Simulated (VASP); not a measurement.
Write the native input for VASP 6.6.1 that does the following.

```
Task                   : single point
Functional             : PBEsol
Potentials or basis    : VASP PAW PBE potentials, release 64 (Al, N)
Cutoff                 : 520 eV
k mesh                 : 6 × 6 × 6
Occupations            : gaussian, width 0.05 eV
Spin                   : no spin polarisation
Dipole correction      : no
Further INCAR settings : ALGO = Normal; EDIFF = 1e-06; NBANDS = 26
```

The structure of AlN lies in POSCAR:

```
AlN
1.0
    4.3771405283      0.0000000000      0.0000000000
    0.0000000000     -4.3771405283      0.0000000000
    0.0000000000      0.0000000000     -4.3771405283
Al N
4 4
Direct
   -0.0407094330     -0.0575718322     -0.0407094330
    0.5000000000      0.5000000000      0.0000000000
    0.5000000000      0.0000000000      0.5000000000
    0.0000000000      0.5000000000      0.5000000000
    0.7500000000      0.7500000000      0.7500000000
    0.2500000000      0.2500000000      0.7500000000
    0.2500000000      0.7500000000      0.2500000000
    0.7500000000      0.2500000000      0.2500000000
```

This cell differs from its parent crystal: atom 1 (Al) moved by -0.252 Å along [1 1 0] and +0.252 Å along [0 0 1].

One way to write it, as run:

INCAR

```
SYSTEM = AlN
PREC = Accurate
ENCUT = 520
EDIFF = 1E-6
ISMEAR = 0
SIGMA = 0.05
LREAL = .FALSE.
LASPH = .TRUE.
NELM = 100
ALGO = Normal
ISIF = 2
LWAVE = .FALSE.
LCHARG = .FALSE.
GGA = PS
NBANDS = 26
```

KPOINTS

```
regular mesh
0
G
  6 6 6
  0 0 0
```

Potentials or basis: VASP PAW PBE potentials, release 64 (Al, N).

The run is started by

```console
$ cat potpaw_PBE.64/Al/POTCAR potpaw_PBE.64/N/POTCAR > POTCAR
$ mpirun -np 1 vasp_std > vasp.out
```

Results of the run:

```
Pressure               : 7.0 GPa
Largest force          : 13.995 eV/Å
Band gap on the k mesh : 2.32 eV, direct
```

Caveat: the cell differs from its parent crystal (atom 1 (Al) moved by -0.252 Å along [1 1 0] and +0.252 Å along [0 0 1]); the PAW data sets were made with another functional, which shifts forces and pressure a little.

Wall time 92 s on 1 thread of Intel(R) Xeon(R) Platinum 8488C (Sapphire Rapids) (shared host), peak memory 0.26 GiB.
